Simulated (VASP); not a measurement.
Wanted: the native input for a VASP 6.6.1 run.

| Property | Result |
| --- | --- |
| Task | single point |
| Functional | r2SCAN |
| Potentials or basis | VASP PAW PBE potentials, release 64 (Al) |
| Cutoff | 520 eV |
| k mesh | 14 × 14 × 4 |
| Occupations | fermi-dirac, width 0.1 eV |
| Spin | no spin polarisation |
| Dipole correction | no |
| Further INCAR settings | ALGO = Normal; EDIFF = 1e-06; NBANDS = 14 |

Crystal: Al.

```
Al
1.0
     2.89642    0.00000    0.00000
    -1.44821    2.50837    0.00000
     0.00000    0.00000    9.49507
Al
4
Cartesian
  2.8964 0.0000 0.0000
  2.8964 0.0000 4.7475
  0.0000 1.6722 2.3738
  1.4482 0.8361 7.1213
```

This isn't the form of Al at room conditions, which is fcc.

These files were run (other wordings do the same):

POSCAR

```
Al
1.0
    2.8964169337      0.0000000000      0.0000000000
   -1.4482084669      2.5083706446      0.0000000000
    0.0000000000      0.0000000000      9.4950662371
Al
4
Direct
    1.0000000000      0.0000000000      0.0000000000
    1.0000000000      0.0000000000      0.5000000000
    0.3333333333      0.6666666667      0.2500000000
    0.6666666667      0.3333333333      0.7500000000
```

INCAR.step1

```
SYSTEM = Al
ALGO = Normal ; EDIFF = 1E-4
ENCUT = 520 ; GGA = PE
ISMEAR = -1 ; LASPH = .True.
LCHARG = .False. ; LREAL = .False.
LWAVE = .True. ; NBANDS = 14
NELM = 80 ; PREC = Accurate
SIGMA = 0.1
```

INCAR.step2

```
SYSTEM = Al
ALGO = Normal ; EDIFF = 1E-6
ENCUT = 520 ; ISIF = 2
ISMEAR = -1 ; ISTART = 1
LASPH = .True. ; LCHARG = .False.
LMIXTAU = .True. ; LREAL = .False.
LWAVE = .False. ; METAGGA = R2SCAN
NBANDS = 14 ; NELM = 80
PREC = Accurate ; SIGMA = 0.1
```

KPOINTS

```
k-points
0
Gamma
  14 14 4
  0 0 0
```

Potentials or basis: VASP PAW PBE potentials, release 64 (Al).

The run is started by

```bash
$ cat potpaw_PBE.64/Al/POTCAR > POTCAR
$ cp INCAR.step1 INCAR
$ mpirun -np 1 vasp_std > vasp.out
$ cp INCAR.step2 INCAR
$ mpirun -np 1 vasp_std > vasp.out
```

It gave:

| Property | Result |
| --- | --- |
| Pressure | -6.2 GPa |
| Band gap on the k mesh | zero (bands 6 and 7 overlap by 5.83 eV) |

Caveat: the cell stands under tension; the PAW data sets were made with another functional, which shifts forces and pressure a little.

It took 2.6 min on 1 thread of AMD EPYC 9R45 96-Core Processor (Zen 5), with other jobs on the host, peak memory 0.19 GiB.
